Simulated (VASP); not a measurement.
A run of VASP 6.6.1:

Contents of INCAR:

```
SYSTEM = Ir
PREC     = Accurate       ! precision mode
ENCUT    = 600            ! plane-wave cutoff, eV
EDIFF    = 1E-6           ! SCF threshold, eV
ISMEAR   = 0              ! smearing method
SIGMA    = 0.1            ! smearing width, eV
LREAL    = .False.        ! projectors in reciprocal space
LASPH    = .True.         ! aspherical terms in the spheres
NELM     = 100            ! most SCF steps
ALGO     = Normal         ! electronic algorithm
ISIF     = 3              ! what is computed and relaxed
LWAVE    = .False.        ! write WAVECAR
LCHARG   = .False.        ! write CHGCAR
GGA      = PE             ! functional
IBRION   = 2              ! ionic algorithm
NSW      = 80             ! ionic steps
EDIFFG   = -0.02          ! ionic threshold
```

The input KPOINTS:

```
Automatic mesh
0
Gamma
  18 18 10
  0 0 0
```

The input POSCAR:

```
Ir
1.0
    2.7100000000      0.0000000000      0.0000000000
   -1.3550000000      2.3469288443      0.0000000000
    0.0000000000      0.0000000000      4.4254300000
Ir
2
Direct
    0.3333333333      0.6666666667      0.2500000000
    0.6666666667      0.3333333333      0.7500000000
```

Potentials or basis: VASP PAW PBE potentials, release 64 (Ir).

Run with:

```bash
$ cat potpaw_PBE.64/Ir/POTCAR > POTCAR
$ mpirun -np 1 vasp_std > vasp.out
```

Hardware: 1 thread of Intel Xeon 6975P-C, on a shared host.

Estimate the wall time of this run.

Run time: 4.4 min on 1 thread of Intel Xeon 6975P-C, on a shared host, peak memory 0.24 GiB. Counts: scf iterations 58, k points 222, ion steps 10.
